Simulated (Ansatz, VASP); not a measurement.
# One calculation of MgS, two programs

Contents of INCAR:

```
ALGO = Normal
EDIFF = 1E-6
ENCUT = 520
GGA = PE
ISIF = 2
ISMEAR = -1
LASPH = T
LCHARG = T
LELF = T
LREAL = F
LVHAR = T
LWAVE = F
NBANDS = 11
NELM = 100
PREC = Accurate
SIGMA = 0.01
```

File KPOINTS:

```
k-points
0
Gamma
  8 8 8
```

File POSCAR:

```
MgS
1.0
   -0.1040660000      2.5496170000      2.5496170000
    2.5496170000     -0.1040660000      2.5496170000
    2.5496170000      2.5496170000     -0.1040660000
Mg S
1 1
Direct
    0.0000000000      0.0000000000      0.0000000000
    0.5000000000      0.5000000000      0.5000000000
```

Input for Ansatz:

```yaml
crystal:
  lattice:
    - [-0.104066, 2.549617, 2.549617]
    - [2.549617, -0.104066, 2.549617]
    - [2.549617, 2.549617, -0.104066]
  atoms:
    - { symbol: Mg, position: [0.0, 0.0, 0.0] }
    - { symbol: S, position: [0.5, 0.5, 0.5] }
kpoints:
  mp_grid: { grid: [8, 8, 8] }
scf:
  occupations: { method: fermi_dirac, width: 0.01 }
hamiltonian:
  xc: pbe
  pseudopotentials: { kind: all_electron, lapw: { basis_error: 0.00025 } }
output:
  forces: true
  stress: true
  eigenvalues: true
```

Change from the starting cell: equal xy, yz and zx shear strains of -4 %.

Alike in both runs: task single point; functional PBE; k mesh 8 × 8 × 8; occupations fermi-dirac, width 0.01 eV; no spin polarisation.

```csv
,VASP,Ansatz
version,VASP 6.6.1,Ansatz 0.2.0
potentials or method,"VASP PAW PBE potentials, release 64 (Mg, S), cutoff 520 eV","all-electron LAPW, scalar-relativistic"
```

Ansatz gave:

| Property | Result |
| --- | --- |
| gap on the k mesh at the Fermi level (eV) | 2.38 |
| pressure (GPa) | 1.2 |
| traceless stress, the component that is largest in VASP (GPa) | 2.06 |

**Question.** Which values does VASP return?

**Answer.** gap on the k mesh at the Fermi level (eV): 2.37; pressure (GPa): 1.0; traceless stress, the component that is largest in VASP (GPa): 2.06.

Ansatz ran all-electron here, and VASP with PAW potentials.
